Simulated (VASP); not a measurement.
# Ga3Te2O (Pmmm) in VASP: single point with PBE

Aim: the single point of Ga3Te2O with PBE.

Everything below comes from runs of VASP 6.6.1. Logs are shortened: lines on timing, memory, paths and dates and some standing lists are left out, and cuts for length are marked.

## (1) The cell of the first run

Symmetry: Pmmm, No. 47, orthorhombic system. The conventional cell has a = 4.728 Å, b = 5.705 Å, c = 5.727 Å, α = 90.00°, β = 90.00°, γ = 90.00°. Within 3.1 Å of Ga (site symmetry 2mm) lie 2 Ga at 2.36 to 2.37 Å and 4 Te at 3.09 to 3.10 Å and 2 O at 3.10 Å. Ga (site symmetry mmm) has 4 Te at 2.85 to 2.86 Å and 4 O at 3.70 Å within 3.8 Å. Te (site symmetry mmm) has 2 O at 2.36 Å and 6 Ga at 2.85 to 3.10 Å within 3.1 Å. Te (site symmetry mmm) has 6 Ga at 2.86 to 3.09 Å within 3.8 Å. Within 3.1 Å of O (site symmetry mmm) lie 2 Te at 2.36 Å and 4 Ga at 3.10 Å.

The cell was generated, and may not be a known phase.

## (2) Single point, PBE

Contents of INCAR:

```
SYSTEM = Ga3Te2O
ALGO     = Normal         ! electronic algorithm
EDIFF    = 1E-6           ! SCF threshold, eV
ENCUT    = 520            ! plane-wave cutoff, eV
GGA      = PE             ! functional
ISIF     = 2              ! what is computed and relaxed
ISMEAR   = 0              ! smearing method
LASPH    = .True.         ! aspherical terms in the spheres
LCHARG   = .False.        ! write CHGCAR
LREAL    = .False.        ! projectors in reciprocal space
LWAVE    = .False.        ! write WAVECAR
NBANDS   = 38             ! bands
NELM     = 100            ! most SCF steps
PREC     = Accurate       ! precision mode
SIGMA    = 0.1            ! smearing width, eV
```

Contents of KPOINTS:

```
k-points
0
Gamma
  8 8 8
  0 0 0
```

Contents of POSCAR:

```
Ga3Te2O
1.0
    4.7284709230      0.0000000000      0.0000000000
    0.0000000000      5.7045677886      0.0000000000
    0.0000000000      0.0000000000      5.7270154719
Ga Te O
3 2 1
Direct
    0.7490302638      0.0000000000      0.5000000000
    0.2509697362      0.0000000000      0.5000000000
    0.0000000000      0.5000000000      0.0000000000
    0.0000000000      0.0000000000      0.0000000000
    0.0000000000      0.5000000000      0.5000000000
    0.5000000000      0.0000000000      0.0000000000
```

Potentials or basis: VASP PAW PBE potentials, release 64 (Ga_d, Te, O).

Launch:

```
$ cat potpaw_PBE.64/Ga_d/POTCAR potpaw_PBE.64/Te/POTCAR potpaw_PBE.64/O/POTCAR > POTCAR
$ mpirun -np 1 vasp_std > vasp.out
```

OUTCAR:

```text
SYSTEM = Ga3Te2O
   EDIFF = 1E-6
   ENCUT = 520
   GGA = PE
   ISIF = 2
   ISMEAR = 0
   LASPH = .True.
   LREAL = .False.
   NELM = 100
   PREC = Accurate

 ion  position               nearest neighbor table
   1  0.749  0.000  0.500-   2 2.36   2 2.37   5 3.09   5 3.09   4 3.10   4 3.10
   2  0.251  0.000  0.500-   1 2.36   1 2.37   5 3.09   5 3.09   4 3.10   4 3.10
   3  0.000  0.500  0.000-   4 2.85   4 2.85   5 2.86   5 2.86
   4  0.000  0.000  0.000-   6 2.36   6 2.36   3 2.85   3 2.85   1 3.10   2 3.10   1 3.10   2 3.10

   5  0.000  0.500  0.500-   3 2.86   3 2.86   1 3.09   2 3.09   1 3.09   2 3.09
   6  0.500  0.000  0.000-   4 2.36   4 2.36

  LATTYP: Found a simple orthorhombic cell.
 ALAT       =     4.7284709230
 B/A-ratio  =     1.2064297067
 C/A-ratio  =     1.2111770518

  Lattice vectors:

 A1 = (   4.7284709230,   0.0000000000,   0.0000000000)
 A2 = (   0.0000000000,   5.7045677886,   0.0000000000)
 A3 = (   0.0000000000,   0.0000000000,   5.7270154719)

Analysis of symmetry for initial positions (statically):
=====================================================================
 Subroutine PRICEL returns:
 Original cell was already a primitive cell.

 Routine SETGRP: Setting up the symmetry group for a
 simple orthorhombic supercell.

 Subroutine GETGRP returns: Found  8 space group operations
 (whereof  8 operations were pure point group operations)
 out of a pool of  8 trial point group operations.

The static configuration has the point symmetry D_2h.

Analysis of symmetry for dynamics (positions and initial velocities):
=====================================================================
 Subroutine PRICEL returns:
 Original cell was already a primitive cell.

 Routine SETGRP: Setting up the symmetry group for a
 simple orthorhombic supercell.

 Subroutine GETGRP returns: Found  8 space group operations
 (whereof  8 operations were pure point group operations)
 out of a pool of  8 trial point group operations.

The dynamic configuration has the point symmetry D_2h.

 Subroutine INISYM returns: Found  8 space group operations
 (whereof  8 operations are pure point group operations),
 and found     1 'primitive' translations

----------------------------------------------------------------------------------------

                                     Primitive cell

  volume of cell :     154.4798

[... 94 lines left out ...]
   ENCUT  =  520.0 eV  38.22 Ry    6.18 a.u.   8.79 10.61 10.65*2*pi/ulx,y,z
   NELM   =    100;   NELMIN=  2; NELMDL= -5     # of ELM steps
   EDIFF  = 0.1E-05   stopping-criterion for ELM
   LREAL  =      F    real-space projection
   EDIFFG = 0.1E-04   stopping-criterion for IOM
   NSW    =      0    number of steps for IOM
   IBRION =     -1    ionic relax: 0-MD 1-quasi-New 2-CG
   NFREE  =      0    steps in history (QN), initial steepest desc. (CG)
   ISIF   =      2    stress and relaxation
   ISYM   =      2    0-nonsym 1-usesym 2-fastsym
   POTIM  = 0.5000    time-step for ionic-motion
   TEBEG  =    0.0;   TEEND  =   0.0 temperature during run
   PSTRESS=    0.0 pullay stress
   NELECT =      57.0000    total number of electrons
   NUPDOWN=      -1.0000    fix difference up-down
   EMIN   =  10.00;   EMAX   =-10.00  energy-range for DOS
   EFERMI =   0.00;   METHOD = LEGACY
   ISMEAR =     0;   SIGMA  =   0.10  broadening in eV -4-tet -1-fermi 0-gaus
   EFERMI_NEDOS =   21; number of points for ismear=-14 and -15
   IALGO  =     38    algorithm
   IMIX   =      4    mixing-type and parameters
     AMIX     =   0.40;   BMIX     =  1.00
     AMIX_MAG =   1.60;   BMIX_MAG =  1.00
  volume/ion in A,a.u.               =      25.75       173.75
  Fermi-wavevector in a.u.,A,eV,Ry     =   1.174201  2.218918 18.759011  1.378748
  Thomas-Fermi vector in A             =   2.310602
   LORBIT       =      0    0 simple, 1 ext, 2 COOP (PROOUT), +10 PAW based schemes
   GGA     = PE    functional components
   LHFCALC =     F    Hartree Fock is set to
   AEXX    =    0.0000 exact exchange contribution
   IVDW    =     0    specifies the selected vdW correction
   LEPSILON=     F    determine dielectric tensor
   LRPA    =     F    only Hartree local field effects (RPA)
 non-spin polarized calculation
 Gauss-broadening in eV      SIGMA  =   0.10
  energy-cutoff  :      520.00
  volume of cell :      154.48
 maximum number of plane-waves:      4192
 NGX is ok and might be reduce to    36
   NGX = 17   NGY = 21   NGZ = 21

 number of electron      57.0000013 magnetization

 Free energy of the ion-electron system (eV)
  ---------------------------------------------------
  ext. energy  EPLUGINS =         0.00000000
  ---------------------------------------------------
  free energy    TOTEN  =       -19.76058790 eV

  energy without entropy =      -19.75315474  energy(sigma->0) =      -19.75687132

 E-fermi :   4.1128     XC(G=0):  -9.0826

 val. band max:        4.1123906839   @ k =   0.3750   0.3750   0.5000
 cond. band min:       4.1146061833   @ k =   0.0000   0.2500   0.5000
 fundamental gap:      0.0022154994
 Fermi energy:         4.1127634007

 k-point     1 :       0.0000    0.0000    0.0000
  band No.  band energies     occupation
      1     -12.8223      2.00000
      2     -11.7063      2.00000
      3     -11.3268      2.00000
      4     -11.3261      2.00000
      5     -11.1447      2.00000
      6     -11.1268      2.00000
[... 973 lines left out ...]
     37       9.0276      0.00000
     38      10.5179      0.00000

 [... further k-points ...]
[... 5 lines left out ...]
  --------------------------------------------------------------------------------------
  -------------------------------------------------------------------------------------
  Total       -0.0084412      0.0167306      0.0269829      0.0000000      0.0000000      0.0000000
  in kB       -0.0875477      0.1735200      0.2798515      0.0000000      0.0000000      0.0000000
  external PRESSURE =       0.1219413 kB  Pullay stress =       0.0000000 kB

 VOLUME and BASIS-vectors are now :
 -----------------------------------------------------------------------------
  energy-cutoff  :      520.00
  volume of cell :      154.48
      direct lattice vectors                 reciprocal lattice vectors
     4.728470923  0.000000000  0.000000000     0.211484858  0.000000000  0.000000000
     0.000000000  5.704567789  0.000000000     0.000000000  0.175298118  0.000000000
     0.000000000  0.000000000  5.727015472     0.000000000  0.000000000  0.174611018

 POSITION                                       TOTAL-FORCE (eV/Angst)
 -----------------------------------------------------------------------------------
      3.54177      0.00000      2.86351        -0.001757      0.000000      0.000000
      1.18670      0.00000      2.86351         0.001757      0.000000      0.000000
      0.00000      2.85228      0.00000         0.000000      0.000000      0.000000
      0.00000      0.00000      0.00000         0.000000      0.000000      0.000000
      0.00000      2.85228      2.86351         0.000000      0.000000      0.000000
      2.36424      0.00000      0.00000         0.000000      0.000000      0.000000
 -----------------------------------------------------------------------------------
    total drift:                                0.000000      0.000000      0.000000

  FREE ENERGIE OF THE ION-ELECTRON SYSTEM (eV)
  ---------------------------------------------------
  free  energy   TOTEN  =       -19.7605879044 eV

  energy  without entropy=      -19.7531547428  energy(sigma->0) =      -19.75687132
```

OSZICAR:

```text
N       E                     dE             d eps       ncg     rms          rms(c)
DAV:   1     0.501977476274E+03    0.50198E+03   -0.25606E+04 10124   0.202E+03
DAV:   2     0.609139178157E+02   -0.44106E+03   -0.42394E+03 10338   0.552E+02
DAV:   3    -0.170382015177E+02   -0.77952E+02   -0.75390E+02 11214   0.161E+02
DAV:   4    -0.222200227602E+02   -0.51818E+01   -0.51120E+01 12674   0.433E+01
DAV:   5    -0.223501640004E+02   -0.13014E+00   -0.12997E+00 11872   0.636E+00    0.128E+01
DAV:   6    -0.206243807971E+02    0.17258E+01   -0.13569E+01 11708   0.191E+01    0.111E+01
DAV:   7    -0.198932565849E+02    0.73112E+00   -0.12345E+01 11448   0.115E+01    0.582E+00
DAV:   8    -0.197487103845E+02    0.14455E+00   -0.10058E+00 10872   0.480E+00    0.138E+00
DAV:   9    -0.197617661946E+02   -0.13056E-01   -0.14689E-01 11142   0.175E+00    0.854E-01
DAV:  10    -0.197604342119E+02    0.13320E-02   -0.39791E-02 12716   0.871E-01    0.600E-01
DAV:  11    -0.197609843506E+02   -0.55014E-03   -0.13838E-02 10648   0.472E-01    0.247E-01
DAV:  12    -0.197605218955E+02    0.46246E-03   -0.24506E-03 11538   0.199E-01    0.269E-02
DAV:  13    -0.197605866287E+02   -0.64733E-04   -0.32952E-04 11102   0.849E-02    0.264E-02
DAV:  14    -0.197605861646E+02    0.46408E-06   -0.21081E-05 12210   0.268E-02    0.134E-02
DAV:  15    -0.197605877029E+02   -0.15383E-05   -0.54679E-06  9080   0.957E-03    0.424E-03
DAV:  16    -0.197605879044E+02   -0.20155E-06   -0.37544E-07  6800   0.383E-03
   1 F= -.19760588E+02 E0= -.19756871E+02  d E =-.743316E-02
```

stdout:

```text
POSCAR found type information on POSCAR GaTeO
 POSCAR found :  3 types and       6 ions
 scaLAPACK will be used
 LDA part: xc-table for (Slater+PW92), standard interpolation
 POSCAR, INCAR and KPOINTS ok, starting setup
 FFT: planning ... GRIDC
 FFT: planning ... GRID_SOFT
 FFT: planning ... GRID
 WAVECAR not read
 entering main loop
```

Wall time 7 min (1 thread of Intel Xeon 6975P-C (Granite Rapids), shared host); peak memory 0.7 GiB.

Results:

```
Free energy            : -19.7606 eV
Pressure               : 0.0 GPa
Band gap on the k mesh : zero (an odd number of electrons rules out a gap without spin polarisation)
```

Caveat: spin-orbit coupling is left out, which moves the levels of the heavy elements; an odd number of electrons without spin polarisation forces a metal; a magnetic or distorted state may lie lower.
